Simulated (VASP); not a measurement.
# InAs (I-4m2) in VASP: notebook

Runs on InAs. Level: PBEsol. Tasks: single point.

Program: VASP 6.6.1. These are calculated values, not measurements. Logs are shortened: lines on timing, memory, paths and dates and some standing lists are left out, and cuts for length are marked.

### 1 The cell of the first run

Symmetry: I-4m2, No. 119, tetragonal system. Conventional cell: a = 4.063 Å, b = 4.063 Å, c = 6.350 Å, α = 90.00°, β = 90.00°, γ = 90.00°. In (site symmetry -4m2) has 4 As at 2.58 Å within 3.4 Å. As (site symmetry -4m2) has 4 In at 2.58 Å within 3.4 Å.

### 2 Single point, PBEsol (strain -0.050 along x and y, +0.050 along z)

The input, INCAR:

```
PREC = Accurate
ENCUT = 520
EDIFF = 1E-7
ISMEAR = 0
SIGMA = 0.15
LREAL = F
LASPH = T
NELM = 60
ALGO = Normal
ISIF = 2
LWAVE = F
LCHARG = F
GGA = PS
NBANDS = 16
```

The input, KPOINTS:

```
Automatic mesh
0
Gamma
  14 14 14
```

The input, POSCAR:

```
InAs
1.0
    0.0000000000      2.8728000000      3.1752000000
    2.8728000000      0.0000000000      3.1752000000
    2.8728000000      2.8728000000      0.0000000000
In As
1 1
Direct
    0.0000000000      0.0000000000      0.0000000000
    0.7500000000      0.7500000000      0.7500000000
```

Potentials or basis: VASP PAW PBE potentials, release 64 (In_d, As).

Launch:

```bash
cat potpaw_PBE.64/In_d/POTCAR potpaw_PBE.64/As/POTCAR > POTCAR
mpirun -np 1 vasp_std > vasp.out
```

OUTCAR:

```text
PREC = Accurate
   ENCUT = 520
   EDIFF = 1E-7
   ISMEAR = 0
   LREAL = F
   LASPH = T
   NELM = 60
   ISIF = 2
   GGA = PS

 ion  position               nearest neighbor table
   1  0.000  0.000  0.000-   2 2.58   2 2.58   2 2.58   2 2.58
   2  0.750  0.750  0.750-   1 2.58   1 2.58   1 2.58   1 2.58

  LATTYP: Found a body centered tetragonal cell.
 ALAT       =     4.0627527220
 C/A-ratio  =     1.5630781479

  Lattice vectors:

 A1 = (  -2.8728000000,   0.0000000000,   3.1752000000)
 A2 = (   2.8728000000,   0.0000000000,   3.1752000000)
 A3 = (   0.0000000000,   2.8728000000,  -3.1752000000)

Analysis of symmetry for initial positions (statically):
=====================================================================
 Subroutine PRICEL returns:
 Original cell was already a primitive cell.

 Routine SETGRP: Setting up the symmetry group for a
 body centered tetragonal supercell.

 Subroutine GETGRP returns: Found  8 space group operations
 (whereof  8 operations were pure point group operations)
 out of a pool of 16 trial point group operations.

The static configuration has the point symmetry D_2d.

Analysis of symmetry for dynamics (positions and initial velocities):
=====================================================================
 Subroutine PRICEL returns:
 Original cell was already a primitive cell.

 Routine SETGRP: Setting up the symmetry group for a
 body centered tetragonal supercell.

 Subroutine GETGRP returns: Found  8 space group operations
 (whereof  8 operations were pure point group operations)
 out of a pool of 16 trial point group operations.

The dynamic configuration has the point symmetry D_2d.

 Subroutine INISYM returns: Found  8 space group operations
 (whereof  8 operations are pure point group operations),
 and found     1 'primitive' translations

----------------------------------------------------------------------------------------

                                     Primitive cell

  volume of cell :      52.4097

  direct lattice vectors                    reciprocal lattice vectors
     0.000000000  2.872800000  3.175200000    -0.174046227  0.174046227  0.157470396
     2.872800000  0.000000000  3.175200000     0.174046227 -0.174046227  0.157470396
     2.872800000  2.872800000  0.000000000     0.174046227  0.174046227 -0.157470396

  length of vectors
     4.281924203  4.281924203  4.062752722     0.292200451  0.292200451  0.292200451

  position of ions in fractional coordinates (direct lattice)
     0.000000000  0.000000000  0.000000000
     0.750000000  0.750000000  0.750000000

  ion indices of the primitive-cell ions
   primitive index   ion index
                 1           1
                 2           2

----------------------------------------------------------------------------------------

 KPOINTS: Automatic mesh

Automatic generation of k-mesh.
 Grid dimensions read from file:
 generate k-points for:   14   14   14

 Generating k-lattice:

  Cartesian coordinates                     Fractional coordinates (reciprocal lattice)
    -0.012431873  0.012431873  0.011247885     0.071428571  0.000000000  0.000000000
     0.012431873 -0.012431873  0.011247885     0.000000000  0.071428571  0.000000000
     0.012431873  0.012431873 -0.011247885     0.000000000  0.000000000  0.071428571

  Length of vectors
     0.020871461  0.020871461  0.020871461

  Shift w.r.t. Gamma in fractional coordinates (k-lattice)
     0.000000000  0.000000000  0.000000000

 Subroutine IBZKPT returns following result:
 ===========================================

 Found    244 irreducible k-points:

 Following reciprocal coordinates:
            Coordinates               Weight
  0.000000  0.000000  0.000000      1.000000
  0.071429  0.000000  0.000000      8.000000
  0.142857 -0.000000  0.000000      8.000000
  0.214286  0.000000  0.000000      8.000000
  0.285714  0.000000  0.000000      8.000000
  0.357143  0.000000  0.000000      8.000000
[... 16 lines left out ...]
  0.214286  0.142857  0.000000      8.000000
  0.285714  0.142857  0.000000      8.000000
 [... further k-points ...]
   k-points           NKPTS =    244   k-points in BZ     NKDIM =    244   number of bands    NBANDS=     16
   number of dos      NEDOS =    301   number of ions     NIONS =      2
   total plane-waves  NPLWV =  30720
   dimension x,y,z NGX =    32 NGY =   32 NGZ =   30
   dimension x,y,z NGXF=    64 NGYF=   64 NGZF=   60
   ions per type =               1   1
   NGX,Y,Z   is equivalent  to a cutoff of  12.42, 12.42, 12.28 a.u.
   NGXF,Y,Z  is equivalent  to a cutoff of  24.85, 24.85, 24.55 a.u.
 SYSTEM =  unknown system
   PREC   = accura    normal or accurate (medium, high low for compatibility)
   ISTART =      0    job   : 0-new  1-cont  2-samecut
   ICHARG =      2    charge: 1-file 2-atom 10-const
   ISPIN  =      1    spin polarized calculation?
   LNONCOLLINEAR =      F non collinear calculations
   LSORBIT =      F    spin-orbit coupling
   LASPH  =      T    aspherical Exc in radial PAW
   ENCUT  =  520.0 eV  38.22 Ry    6.18 a.u.   7.96  7.96  7.55*2*pi/ulx,y,z
   NELM   =     60;   NELMIN=  2; NELMDL= -5     # of ELM steps
   EDIFF  = 0.1E-06   stopping-criterion for ELM
   LREAL  =      F    real-space projection
   EDIFFG = 0.1E-05   stopping-criterion for IOM
   NSW    =      0    number of steps for IOM
   IBRION =     -1    ionic relax: 0-MD 1-quasi-New 2-CG
   NFREE  =      0    steps in history (QN), initial steepest desc. (CG)
   ISIF   =      2    stress and relaxation
   ISYM   =      2    0-nonsym 1-usesym 2-fastsym
   POTIM  = 0.5000    time-step for ionic-motion
   TEBEG  =    0.0;   TEEND  =   0.0 temperature during run
   PSTRESS=    0.0 pullay stress
   NELECT =      18.0000    total number of electrons
   NUPDOWN=      -1.0000    fix difference up-down
   EMIN   =  10.00;   EMAX   =-10.00  energy-range for DOS
   EFERMI =   0.00;   METHOD = LEGACY
   ISMEAR =     0;   SIGMA  =   0.15  broadening in eV -4-tet -1-fermi 0-gaus
   EFERMI_NEDOS =   21; number of points for ismear=-14 and -15
   IALGO  =     38    algorithm
   IMIX   =      4    mixing-type and parameters
     AMIX     =   0.40;   BMIX     =  1.00
     AMIX_MAG =   1.60;   BMIX_MAG =  1.00
  volume/ion in A,a.u.               =      26.20       176.84
  Fermi-wavevector in a.u.,A,eV,Ry     =   1.146467  2.166509 17.883328  1.314388
  Thomas-Fermi vector in A             =   2.283152
   LORBIT       =      0    0 simple, 1 ext, 2 COOP (PROOUT), +10 PAW based schemes
   GGA     = PS    functional components
   LHFCALC =     F    Hartree Fock is set to
   AEXX    =    0.0000 exact exchange contribution
   IVDW    =     0    specifies the selected vdW correction
   LEPSILON=     F    determine dielectric tensor
   LRPA    =     F    only Hartree local field effects (RPA)
 non-spin polarized calculation
 Gauss-broadening in eV      SIGMA  =   0.15
  energy-cutoff  :      520.00
  volume of cell :       52.41
 maximum number of plane-waves:      1434
   NGX = 15   NGY = 15   NGZ = 15

 number of electron      18.0000001 magnetization

 Free energy of the ion-electron system (eV)
  ---------------------------------------------------
  ext. energy  EPLUGINS =         0.00000000
  ---------------------------------------------------
  free energy    TOTEN  =        -8.39047155 eV

  energy without entropy =       -8.39032055  energy(sigma->0) =       -8.39039605

 E-fermi :   5.2332     XC(G=0):  -9.5285

 val. band max:        5.1203177984   @ k =   0.0000   0.0000   0.0000
 cond. band min:       5.7522199027   @ k =   0.0714   0.0000   0.0000
 fundamental gap:      0.6319021043
 Fermi energy:         5.2331863488

 k-point     1 :       0.0000    0.0000    0.0000
  band No.  band energies     occupation
      1      -9.5554      2.00000
      2      -9.5148      2.00000
      3      -9.5148      2.00000
      4      -9.3839      2.00000
      5      -9.3835      2.00000
      6      -7.2960      2.00000
[... 8 lines left out ...]
     15      13.6587      0.00000
     16      14.1478      0.00000

 k-point     2 :       0.0714    0.0000    0.0000
  band No.  band energies     occupation
      1      -9.5563      2.00000
      2      -9.5205      2.00000
      3      -9.5125      2.00000
      4      -9.3845      2.00000
      5      -9.3826      2.00000
      6      -7.2368      2.00000
[... 8 lines left out ...]
     15      13.3126      0.00000
     16      14.7466      0.00000

 k-point     3 :       0.1429   -0.0000    0.0000
  band No.  band energies     occupation
      1      -9.5681      2.00000
      2      -9.5265      2.00000
      3      -9.5064      2.00000
      4      -9.3860      2.00000
      5      -9.3802      2.00000
      6      -7.0638      2.00000
[... 8 lines left out ...]
     15      13.6637      0.00000
     16      14.2429      0.00000

 k-point     4 :       0.2143    0.0000    0.0000
  band No.  band energies     occupation
      1      -9.5965      2.00000
      2      -9.5222      2.00000
      3      -9.4981      2.00000
      4      -9.3876      2.00000
      5      -9.3760      2.00000
      6      -6.7919      2.00000
[... 8 lines left out ...]
     15      13.8455      0.00000
     16      13.8692      0.00000
[... 324 lines left out ...]
 k-point    22 :       0.1429    0.1429    0.0000
  band No.  band energies     occupation
      1      -9.6002      2.00000
      2      -9.4987      2.00000
      3      -9.4987      2.00000
      4      -9.3844      2.00000
      5      -9.3806      2.00000
      6      -7.0244      2.00000
[... 8 lines left out ...]
     15      13.7844      0.00000
     16      15.8314      0.00000

 k-point    23 :       0.2143    0.1429    0.0000
  band No.  band energies     occupation
      1      -9.6201      2.00000
      2      -9.4941      2.00000
      3      -9.4902      2.00000
      4      -9.3849      2.00000
      5      -9.3797      2.00000
      6      -6.8399      2.00000
[... 8 lines left out ...]
     15      14.4924      0.00000
     16      15.4296      0.00000

 k-point    24 :       0.2857    0.1429    0.0000
  band No.  band energies     occupation
      1      -9.6408      2.00000
      2      -9.4934      2.00000
      3      -9.4813      2.00000
      4      -9.3833      2.00000
      5      -9.3796      2.00000
      6      -6.5622      2.00000
[... 8 lines left out ...]
     15      14.8684      0.00000
     16      15.1098      0.00000

 [... further k-points ...]
[... 5 lines left out ...]
  --------------------------------------------------------------------------------------
  -------------------------------------------------------------------------------------
  Total        1.9833244      1.9833244      0.6588140      0.0000000     -0.0000000     -0.0000000
  in kB       60.6306855     60.6306855     20.1400974      0.0000000     -0.0000000     -0.0000000
  external PRESSURE =      47.1338228 kB  Pullay stress =       0.0000000 kB

 VOLUME and BASIS-vectors are now :
 -----------------------------------------------------------------------------
  energy-cutoff  :      520.00
  volume of cell :       52.41
      direct lattice vectors                 reciprocal lattice vectors
     0.000000000  2.872800000  3.175200000    -0.174046227  0.174046227  0.157470396
     2.872800000  0.000000000  3.175200000     0.174046227 -0.174046227  0.157470396
     2.872800000  2.872800000  0.000000000     0.174046227  0.174046227 -0.157470396

 POSITION                                       TOTAL-FORCE (eV/Angst)
 -----------------------------------------------------------------------------------
      0.00000      0.00000      0.00000         0.000000      0.000000      0.000000
      4.30920      4.30920      4.76280        -0.000000     -0.000000      0.000000
 -----------------------------------------------------------------------------------
    total drift:                                0.000001      0.000001     -0.000007

  FREE ENERGIE OF THE ION-ELECTRON SYSTEM (eV)
  ---------------------------------------------------
  free  energy   TOTEN  =        -8.3904715510 eV

  energy  without entropy=       -8.3903205497  energy(sigma->0) =       -8.39039605
```

Run time: 3 min. Hardware: 1 thread of Intel Xeon 8259CL, shared host; peak memory 0.35 GiB.

Results:

```
Free energy            : -8.3905 eV
Pressure               : 4.7 GPa
Band gap on the k mesh : zero (filled and empty bands touch)
```

Caveat: the cell differs from its parent crystal (strain -0.050 along x and y, +0.050 along z); the cell stands under pressure; semilocal functionals underestimate gaps, and a narrow one can read as zero; the PAW data sets were made with another functional, which shifts forces and pressure a little; spin-orbit coupling is left out, which moves the levels of the heavy elements.

### 3 Single point, PBEsol (strain +0.000 along x and y, -0.050 along z)

The input, INCAR:

```
SYSTEM = InAs
PREC = Accurate
ENCUT = 520
EDIFF = 1E-6
ISMEAR = 0
SIGMA = 0.15
LREAL = .False.
LASPH = .True.
NELM = 80
ALGO = Normal
ISIF = 2
LWAVE = .False.
LCHARG = .False.
GGA = PS
NBANDS = 16
```

The input, KPOINTS:

```
regular mesh
0
Gamma
  14 14 14
  0 0 0
```

The input, POSCAR:

```
InAs
1.0
    0.0000000000      3.0240000000      2.8728000000
    3.0240000000      0.0000000000      2.8728000000
    3.0240000000      3.0240000000      0.0000000000
In As
1 1
Direct
    0.0000000000      0.0000000000      0.0000000000
    0.7500000000      0.7500000000      0.7500000000
```

Potentials or basis: VASP PAW PBE potentials, release 64 (In_d, As).

Launch:

```bash
cat potpaw_PBE.64/In_d/POTCAR potpaw_PBE.64/As/POTCAR > POTCAR
mpirun -np 1 vasp_std > vasp.out
```

Wall time 3 min (1 thread of Intel Xeon 8259CL, shared host); peak memory 0.34 GiB.

It converged, with:

* Free energy: -8.4271 eV
* Pressure: 4.7 GPa
* Band gap on the k mesh: 0.15 eV (least direct gap 0.19 eV)

Stress tensor (GPa, compression positive):
```
4.20 0.00 0.00
0.00 4.20 0.00
0.00 0.00 5.64
```

Levels at points of the mesh, in eV from the valence-band top:
```csv
k point,band 6,band 7,band 8,band 9,band 10,band 11,band 12,band 13
"(0.00, 0.00, 0.00)",-12.24,-0.09,-0.09,-0.04,0.15,3.82,3.91,3.91
"(0.50, 0.00, 0.00)",-10.58,-6.09,-1.25,-0.91,0.94,4.47,4.86,6.78
"(0.50, 0.50, 0.00)",-9.87,-5.90,-2.72,-2.72,1.18,1.66,9.56,9.56
"(0.50, 0.00, 0.50)",-10.04,-6.22,-2.43,-2.40,1.44,2.13,9.21,9.23
```

Caveat: the cell differs from its parent crystal (strain +0.000 along x and y, -0.050 along z); the cell stands under pressure; the smearing spreads over this small gap; semilocal functionals underestimate gaps, and a narrow one can read as zero; the PAW data sets were made with another functional, which shifts forces and pressure a little; spin-orbit coupling is left out, which moves the levels of the heavy elements.

### 4 Single point, PBEsol (strain +0.050 along x and y, +0.000 along z)

The input, INCAR:

```
  ALGO = Normal
  EDIFF = 1E-6
  ENCUT = 520
  GGA = PS
  ISIF = 2
  ISMEAR = 0
  LASPH = True
  LCHARG = False
  LREAL = False
  LWAVE = False
  NBANDS = 16
  NELM = 80
  PREC = Accurate
  SIGMA = 0.15
```

The input, KPOINTS:

```
k-points
0
Gamma
  14 14 14
```

The input, POSCAR:

```
InAs
1.0
    0.0000000000      3.1752000000      3.0240000000
    3.1752000000      0.0000000000      3.0240000000
    3.1752000000      3.1752000000      0.0000000000
In As
1 1
Direct
    0.0000000000      0.0000000000      0.0000000000
    0.7500000000      0.7500000000      0.7500000000
```

Launch:

```bash
cat potpaw_PBE.64/In_d/POTCAR potpaw_PBE.64/As/POTCAR > POTCAR
mpirun -np 1 vasp_std > vasp.out
```

Run time: 4 min. Hardware: 1 thread of Intel Xeon 8259CL, shared host; peak memory 0.39 GiB.

Results (log left out):

```
Free energy            : -8.4280 eV
Pressure               : -3.6 GPa
Band gap on the k mesh : 0.13 eV (least direct gap 0.20 eV)
```

Stress tensor (GPa, compression positive):
```
-4.12  0.00  0.00
 0.00 -4.12  0.00
 0.00  0.00 -2.54
```

Levels at points of the mesh, in eV from the valence-band top:
```
           k point  band 7  band 8  band 9  band 10  band 11  band 12
(0.00, 0.00, 0.00)   -0.78   -0.07   -0.07     0.13     3.75     3.85
(0.50, 0.00, 0.00)   -5.35   -1.00   -0.72     0.65     4.42     4.71
(0.50, 0.50, 0.00)   -5.32   -2.19   -2.19     1.47     1.69     8.55
(0.50, 0.00, 0.50)   -5.56   -1.95   -1.94     1.66     2.08     8.29
```

Caveat: the cell differs from its parent crystal (strain +0.050 along x and y, +0.000 along z); the cell stands under tension; the smearing spreads over this small gap; semilocal functionals underestimate gaps, and a narrow one can read as zero; the PAW data sets were made with another functional, which shifts forces and pressure a little; spin-orbit coupling is left out, which moves the levels of the heavy elements. A k mesh can miss the band edges.

### 5 Single point, PBEsol (strain +0.050 along x and y, -0.050 along z)

The input, INCAR:

```
PREC = Accurate
ENCUT = 520
EDIFF = 1E-6
ISMEAR = 0
SIGMA = 0.15
LREAL = F
LASPH = T
NELM = 100
ALGO = Normal
ISIF = 2
LWAVE = F
LCHARG = F
GGA = PS
NBANDS = 16
```

The input, KPOINTS:

```
regular mesh
0
Gamma
  14 14 14
```

The input, POSCAR:

```
InAs
1.0
    0.0000000000      3.1752000000      2.8728000000
    3.1752000000      0.0000000000      2.8728000000
    3.1752000000      3.1752000000      0.0000000000
In As
1 1
Direct
    0.0000000000      0.0000000000      0.0000000000
    0.7500000000      0.7500000000      0.7500000000
```

Launch:

```bash
cat potpaw_PBE.64/In_d/POTCAR potpaw_PBE.64/As/POTCAR > POTCAR
mpirun -np 1 vasp_std > vasp.out
```

It took 3.1 min on 1 thread of Intel Xeon 8259CL, shared host; peak memory 0.37 GiB.

The run converged. Its results:

```yaml
Free_energy: -8.4481 eV
Pressure: -1.5 GPa
Band_gap_on_the_k_mesh: 0.18 eV (least direct gap 0.40 eV)
```

Stress tensor (GPa, compression positive):
```
-2.47  0.00  0.00
 0.00 -2.47  0.00
 0.00  0.00  0.39
```

Levels at points of the mesh, in eV from the valence-band top:
```tsv
k point	band 5	band 6	band 7	band 8	band 9	band 10	band 11	band 12	band 13	band 14
(0.00, 0.00, 0.00)	-14.21	-11.65	-0.64	-0.22	-0.22	0.18	3.68	3.88	3.88	7.09
(0.50, 0.00, 0.00)	-14.19	-10.31	-5.64	-1.29	-0.71	0.60	4.23	4.93	6.66	8.44
(0.50, 0.50, 0.00)	-14.18	-9.65	-5.38	-2.59	-2.59	1.19	1.34	8.80	8.80	9.17
(0.50, 0.00, 0.50)	-14.20	-9.91	-5.92	-2.08	-2.03	1.60	2.19	8.18	8.32	8.86
```

Caveat: the cell differs from its parent crystal (strain +0.050 along x and y, -0.050 along z); semilocal functionals underestimate gaps, and a narrow one can read as zero; the PAW data sets were made with another functional, which shifts forces and pressure a little; spin-orbit coupling is left out, which moves the levels of the heavy elements. A k mesh can miss the band edges.

### 6 The runs side by side

```tsv
cell	gap on the mesh (eV)	pressure (GPa)
a = 4.282, b = 4.282, c = 4.063 Å, angles 61.7, 61.7, 56.6°, 2 atoms	none	4.7
a = 4.171, b = 4.171, c = 4.277 Å, angles 59.2, 59.2, 61.7°, 2 atoms	0.15	4.7
a = 4.385, b = 4.385, c = 4.490 Å, angles 59.2, 59.2, 61.6°, 2 atoms	0.13	-3.6
a = 4.282, b = 4.282, c = 4.490 Å, angles 58.4, 58.4, 63.2°, 2 atoms	0.18	-1.5
```

Alike in all rows: task single point; level PBEsol; potentials or basis VASP PAW PBE potentials, release 64 (In_d, As); no spin polarisation; k mesh 14 × 14 × 14; cutoff (eV) 520; smearing gaussian 0.15 eV.

Caveats: semilocal functionals underestimate gaps, and a narrow one can read as zero; the PAW data sets were made with another functional, which shifts forces and pressure a little; spin-orbit coupling is left out, which moves the levels of the heavy elements; the cell stands under pressure (at least some runs); the smearing spreads over this small gap (at least some runs); the cell stands under tension (at least some runs).

Total energies depend on the potentials used, so only differences within one code and one set of settings carry meaning.

The gap in the log of VASP goes by the Fermi energy; the results here count the filled bands.